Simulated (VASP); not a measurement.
# Ag2Te9Pd14 (Lukkulaisvaaraite) (I4/m) in VASP: electric field gradients with PBE

Aim: the electric field gradients of Ag2Te9Pd14 (Lukkulaisvaaraite) with PBE.

Program: VASP 6.6.1. These are calculated values, not measurements. Logs are shortened: lines on timing, memory, paths and dates and some standing lists are left out, and cuts for length are marked.

## (1) The cell of the first run

The structure is tetragonal, space group I4/m (No. 87). The conventional cell has a = 8.960 Å, b = 8.960 Å, c = 11.822 Å, α = 90.00°, β = 90.00°, γ = 90.00°. Ag (site symmetry 4) has 8 Pd at 2.89 to 3.04 Å and 5 Te at 3.06 to 3.64 Å within 3.8 Å. Te (site symmetry 4/m) has 8 Pd at 2.65 Å within 3.5 Å. Te (site symmetry 1) has 6 Pd at 2.68 to 2.80 Å and 1 Ag at 3.06 Å and 2 Te at 3.46 to 3.50 Å within 3.5 Å. Pd (site symmetry 1) has 4 Te at 2.65 to 2.72 Å and 1 Ag at 2.89 Å and 5 Pd at 2.94 to 3.27 Å within 3.5 Å. Pd (site symmetry m) has 4 Te at 2.72 to 2.80 Å and 5 Pd at 2.77 to 3.07 Å and 2 Ag at 3.04 Å within 3.6 Å. Pd (site symmetry 2/m) has 4 Te at 2.68 Å and 6 Pd at 2.77 to 3.06 Å within 3.5 Å.

## (2) Electric field gradients, PBE

INCAR

```
PREC     = Accurate       # precision mode
ENCUT    = 400            # plane-wave cutoff, eV
EDIFF    = 1E-8           # SCF threshold, eV
ISMEAR   = -5             # smearing method
SIGMA    = 0.1            # smearing width, eV
LREAL    = False          # projectors in reciprocal space
LASPH    = True           # aspherical terms in the spheres
NELM     = 120            # most SCF steps
ALGO     = Normal         # electronic algorithm
ISIF     = 2              # what is computed and relaxed
LWAVE    = False          # write WAVECAR
LCHARG   = False          # write CHGCAR
GGA      = PE             # functional
LEFG     = True         
NBANDS   = 126            # bands
GGA_COMPAT= False        
KPAR     = 4
```

KPOINTS

```
regular mesh
0
Gamma
  5 5 5
```

POSCAR

```
Ag2Te9Pd14
1.0
   -4.4799500000      4.4799500000      5.9110000000
    4.4799500000     -4.4799500000      5.9110000000
    4.4799500000      4.4799500000     -5.9110000000
Ag Te Pd
2 9 14
Direct
    0.6919000000      0.6919000000      0.0000000000
    0.3081000000      0.3081000000      0.0000000000
    0.0000000000      0.0000000000      0.0000000000
    0.3360000000      0.7742000000      0.8142000000
    0.7742000000      0.9600000000      0.4382000000
    0.9600000000      0.5218000000      0.1858000000
    0.5218000000      0.3360000000      0.5618000000
    0.6640000000      0.2258000000      0.1858000000
    0.2258000000      0.0400000000      0.5618000000
    0.0400000000      0.4782000000      0.8142000000
    0.4782000000      0.6640000000      0.4382000000
    0.6406000000      0.9334000000      0.8508000000
    0.9334000000      0.0826000000      0.2928000000
    0.0826000000      0.7898000000      0.1492000000
    0.7898000000      0.6406000000      0.7072000000
    0.3594000000      0.0666000000      0.1492000000
    0.0666000000      0.9174000000      0.7072000000
    0.9174000000      0.2102000000      0.8508000000
    0.2102000000      0.3594000000      0.2928000000
    0.4068000000      0.7051000000      0.1119000000
    0.7051000000      0.5932000000      0.2983000000
    0.5932000000      0.2949000000      0.8881000000
    0.2949000000      0.4068000000      0.7017000000
    0.0000000000      0.5000000000      0.5000000000
    0.5000000000      0.0000000000      0.5000000000
```

Potentials or basis: VASP PAW PBE potentials, release 64 (Ag, Te, Pd).

On the command line:

```bash
cat potpaw_PBE.64/Ag/POTCAR potpaw_PBE.64/Te/POTCAR potpaw_PBE.64/Pd/POTCAR > POTCAR
mpirun -np 4 vasp_std > vasp.out
```

OUTCAR:

```text
PREC = Accurate
   ENCUT = 400
   EDIFF = 1E-8
   ISMEAR = -5
   LREAL = False
   LASPH = True
   NELM = 120
   ISIF = 2
   GGA = PE

 ion  position               nearest neighbor table
   1  0.692  0.692  0.000-  12 2.89  14 2.89  15 2.89  13 2.89  21 3.04  20 3.04  22 3.04  23 3.04
                             5 3.06   7 3.06   4 3.06   6 3.06   3 3.64
   2  0.308  0.308  0.000-  16 2.89  18 2.89  19 2.89  17 2.89  23 3.04  22 3.04  20 3.04  21 3.04
                             9 3.06  11 3.06   8 3.06  10 3.06   3 3.64
   3  0.000  0.000  0.000-  13 2.65  14 2.65  15 2.65  17 2.65  18 2.65  19 2.65  16 2.65  12 2.65
                             1 3.64   2 3.64
   4  0.336  0.774  0.814-  24 2.68  12 2.70  17 2.70  20 2.72  16 2.72  23 2.80   1 3.06   8 3.46
                            10 3.50
   5  0.774  0.960  0.438-  25 2.68  13 2.70  18 2.70  21 2.72  17 2.72  20 2.80   1 3.06   9 3.46
                            11 3.50
   6  0.960  0.522  0.186-  24 2.68  14 2.70  19 2.70  22 2.72  18 2.72  21 2.80   1 3.06  10 3.46
                             8 3.50
   7  0.522  0.336  0.562-  25 2.68  15 2.70  16 2.70  23 2.72  19 2.72  22 2.80   1 3.06  11 3.46
                             9 3.50
   8  0.664  0.226  0.186-  24 2.68  16 2.70  13 2.70  22 2.72  12 2.72  21 2.80   2 3.06   4 3.46
                             6 3.50
   9  0.226  0.040  0.562-  25 2.68  17 2.70  14 2.70  23 2.72  13 2.72  22 2.80   2 3.06   5 3.46
                             7 3.50
  10  0.040  0.478  0.814-  24 2.68  18 2.70  15 2.70  20 2.72  14 2.72  23 2.80   2 3.06   6 3.46
                             4 3.50
  11  0.478  0.664  0.438-  25 2.68  19 2.70  12 2.70  21 2.72  15 2.72  20 2.80   2 3.06   7 3.46
[... 15 lines left out ...]
  19  0.210  0.359  0.293-   3 2.65  11 2.70   6 2.70   7 2.72   2 2.89  16 2.94  18 2.94  24 3.06
                            23 3.07  13 3.27
  20  0.407  0.705  0.112-   4 2.72  10 2.72  25 2.77  11 2.80   5 2.80  23 2.85  21 2.85   2 3.04
                             1 3.04  16 3.07  14 3.07
  21  0.705  0.593  0.298-   5 2.72  11 2.72  24 2.77   6 2.80   8 2.80  22 2.85  20 2.85   1 3.04
                             2 3.04  17 3.07  15 3.07
  22  0.593  0.295  0.888-   6 2.72   8 2.72  25 2.77   9 2.80   7 2.80  21 2.85  23 2.85   2 3.04
                             1 3.04  18 3.07  12 3.07
  23  0.295  0.407  0.702-   9 2.72   7 2.72  24 2.77  10 2.80   4 2.80  20 2.85  22 2.85   2 3.04
                             1 3.04  13 3.07  19 3.07
  24  0.000  0.500  0.500-   4 2.68   8 2.68   6 2.68  10 2.68  21 2.77  23 2.77  17 3.06  19 3.06
                            13 3.06  15 3.06
  25  0.500  0.000  0.500-   5 2.68   7 2.68   9 2.68  11 2.68  20 2.77  22 2.77  16 3.06  18 3.06
                            12 3.06  14 3.06

  LATTYP: Found a body centered tetragonal cell.
 ALAT       =     8.9599000000
 C/A-ratio  =     1.3194343687

  Lattice vectors:

 A1 = (  -4.4799500000,   4.4799500000,   5.9110000000)
 A2 = (   4.4799500000,  -4.4799500000,   5.9110000000)
[... 2819 lines left out ...]
  in kB       49.4504193     49.4504193     45.3680055      0.0000000     -0.0000000      0.0000000
  external PRESSURE =      48.0896147 kB  Pullay stress =       0.0000000 kB

 VOLUME and BASIS-vectors are now :
 -----------------------------------------------------------------------------
  energy-cutoff  :      400.00
  volume of cell :      474.53
      direct lattice vectors                 reciprocal lattice vectors
    -4.479950000  4.479950000  5.911000000     0.000000000  0.111608388  0.084588056
     4.479950000 -4.479950000  5.911000000     0.111608388  0.000000000  0.084588056
     4.479950000  4.479950000 -5.911000000     0.111608388  0.111608388  0.000000000

 POSITION                                       TOTAL-FORCE (eV/Angst)
 -----------------------------------------------------------------------------------
      0.00000      0.00000      8.17964         0.000000      0.000000     -0.222888
      0.00000      0.00000      3.64236         0.000000      0.000000      0.222888
      0.00000      0.00000      0.00000         0.000000      0.000000     -0.000000
      5.61069      1.68446      1.74966        -0.056158      0.161261      0.025903
      2.79549      1.13074      7.66066        -0.161261     -0.056158      0.025903
     -1.13074      2.79549      7.66066         0.056158     -0.161261      0.025903
[... 17 lines left out ...]
      4.47995      0.00000      0.00000         0.000000      0.000000     -0.000000
      0.00000      4.47995      0.00000        -0.000000      0.000000     -0.000000
 -----------------------------------------------------------------------------------
    total drift:                               -0.000000      0.000000     -0.000000

  FREE ENERGIE OF THE ION-ELECTRON SYSTEM (eV)
  ---------------------------------------------------
  free  energy   TOTEN  =      -114.2279025945 eV

  energy  without entropy=     -114.2279025945  energy(sigma->0) =     -114.22790259

 Electric field gradients (V/A^2)
---------------------------------------------------------------------
 ion       V_xx      V_yy      V_zz      V_xy      V_xz      V_yz
---------------------------------------------------------------------
   1      22.492    22.492   -44.984     0.003     0.002     0.002
   2      22.492    22.492   -44.984     0.003     0.002     0.002
   3      26.121    26.121   -52.241     0.000     0.000     0.000
   4      22.765     5.175   -27.940   -31.968    69.595    -6.183
   5       5.175    22.765   -27.940    31.968     6.183    69.595
   6      22.765     5.175   -27.940   -31.968   -69.595     6.183
[... 17 lines left out ...]
  24       4.301   -53.517    49.217    20.875     0.002     0.002
  25     -53.518     4.301    49.217   -20.871     0.002     0.002
---------------------------------------------------------------------

 Electric field gradients after diagonalization (V/A^2)
 (convention: |V_zz| > |V_xx| > |V_yy|)
----------------------------------------------------------------------
 ion       V_xx      V_yy      V_zz     asymmetry (V_yy - V_xx)/ V_zz
----------------------------------------------------------------------
   1      22.495    22.489   -44.984       0.000
   2      22.495    22.489   -44.984       0.000
   3      26.121    26.120   -52.241       0.000
   4     -78.907    -4.098    83.005       0.901
   5     -78.907    -4.098    83.005       0.901
   6     -78.907    -4.098    83.005       0.901
[... 17 lines left out ...]
  24      49.217    11.050   -60.267       0.633
  25      49.217    11.048   -60.264       0.633
----------------------------------------------------------------------

           NMR quadrupolar parameters

 Cq : quadrupolar parameter    Cq=e*Q*V_zz/h
 eta: asymmetry parameters     (V_yy - V_xx)/ V_zz
 Q  : nuclear electric quadrupole moment in mb (millibarn)
----------------------------------------------------------------------
 ion       Cq(MHz)       eta       Q (mb)
----------------------------------------------------------------------
   1      -0.109       0.000       1.000
   2      -0.109       0.000       1.000
   3      -0.126       0.000       1.000
   4       0.201       0.901       1.000
   5       0.201       0.901       1.000
   6       0.201       0.901       1.000
[... 17 lines left out ...]
  24      -0.146       0.633       1.000
  25      -0.146       0.633       1.000
----------------------------------------------------------------------
```

Run time: 52 min. Hardware: 4 MPI ranks of AMD EPYC 7R13 (Zen 3), shared host; peak memory 0.91 GiB.

Results:

| Quantity | Value |
| --- | --- |
| Free energy | -114.2279 eV |
| Pressure | 4.8 GPa |
| Largest force | 0.223 eV/Å |
| Band gap on the k mesh | zero (band 108 reaches 9.70 eV, above the bottom of band 109 at 9.46 eV) |

Forces in eV/Å, atoms in the order of the input:
```
Ag   0.000  0.000 -0.223
Ag   0.000  0.000  0.223
Te   0.000  0.000  0.000
Te  -0.056  0.161  0.026
Te  -0.161 -0.056  0.026
Te   0.056 -0.161  0.026
Te   0.161  0.056  0.026
Te   0.056 -0.161 -0.026
Te   0.161  0.056 -0.026
Te  -0.056  0.161 -0.026
Te  -0.161 -0.056 -0.026
Pd   0.086 -0.145 -0.010
Pd   0.145  0.086 -0.010
Pd  -0.086  0.145 -0.010
Pd  -0.145 -0.086 -0.010
Pd  -0.086  0.145  0.010
Pd  -0.145 -0.086  0.010
Pd   0.086 -0.145  0.010
Pd   0.145  0.086  0.010
Pd  -0.084 -0.047  0.000
Pd   0.047 -0.084  0.000
Pd   0.084  0.047  0.000
Pd  -0.047  0.084  0.000
Pd   0.000  0.000  0.000
Pd   0.000  0.000  0.000
```

Stress tensor (GPa, compression positive):
```
4.95 0.00 0.00
0.00 4.95 0.00
0.00 0.00 4.54
```

Electric field gradients, principal values (V/Å²):
```tsv
atom	least	middle	greatest (by size)
1 Ag	22.489	22.495	-44.984
2 Ag	22.489	22.495	-44.984
3 Te	26.120	26.121	-52.241
4 Te	-4.098	-78.907	83.005
5 Te	-4.098	-78.907	83.005
6 Te	-4.098	-78.907	83.005
7 Te	-4.098	-78.907	83.005
8 Te	-4.098	-78.907	83.005
9 Te	-4.098	-78.907	83.005
10 Te	-4.098	-78.907	83.005
11 Te	-4.098	-78.907	83.005
12 Pd	4.697	12.120	-16.817
13 Pd	4.697	12.115	-16.811
14 Pd	4.699	12.115	-16.815
15 Pd	4.700	12.115	-16.815
16 Pd	4.697	12.120	-16.817
17 Pd	4.697	12.115	-16.811
18 Pd	4.699	12.115	-16.815
19 Pd	4.700	12.115	-16.815
20 Pd	1.635	37.961	-39.596
21 Pd	1.635	37.961	-39.596
22 Pd	1.635	37.961	-39.596
23 Pd	1.635	37.961	-39.596
24 Pd	11.050	49.217	-60.267
25 Pd	11.048	49.217	-60.264
```

Caveat: without QUAD_EFG the Cq values of the log hold for a quadrupole moment of 1 mb, not for the nuclei; spin-orbit coupling is left out, which moves the levels of the heavy elements; tetrahedron occupations give inexact forces and stress in metals.
